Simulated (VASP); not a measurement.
Input of a VASP 6.6.1 run:

INCAR

```
ALGO = Normal ; EDIFF = 1E-7
ENCUT = 520 ; GGA = PS
ISIF = 2 ; ISMEAR = 0
LASPH = True ; LCHARG = True
LELF = True ; LREAL = False
LVHAR = True ; LWAVE = False
NBANDS = 18 ; NELM = 100
PREC = Accurate ; SIGMA = 0.15
```

Contents of KPOINTS:

```
k-points
0
Gamma
  16 16 16
```

POSCAR

```
GaCo
1.0
    2.7389450000      0.0000000000      0.0000000000
    0.0000000000      2.7389450000      0.0000000000
    0.0000000000      0.0000000000      3.0272550000
Ga Co
1 1
Direct
    0.5000000000      0.5000000000      0.5000000000
    0.0000000000      0.0000000000      0.0000000000
```

Potentials or basis: VASP PAW PBE potentials, release 64 (Ga_d, Co).

The run is started by

```console
$ cat potpaw_PBE.64/Ga_d/POTCAR potpaw_PBE.64/Co/POTCAR > POTCAR
$ mpirun -np 1 vasp_std > vasp.out
```

(1) What does it give for the band gap on the k mesh?

(2) What does it give for the pressure?

Results:

(1) zero (band 11 reaches 11.77 eV, above the bottom of band 12 at 9.84 eV).

(2) 2.4 GPa.

Caveat: the cell differs from its parent crystal (strain -0.050 along x and y, +0.050 along z); the PAW data sets were made with another functional, which shifts forces and pressure a little.
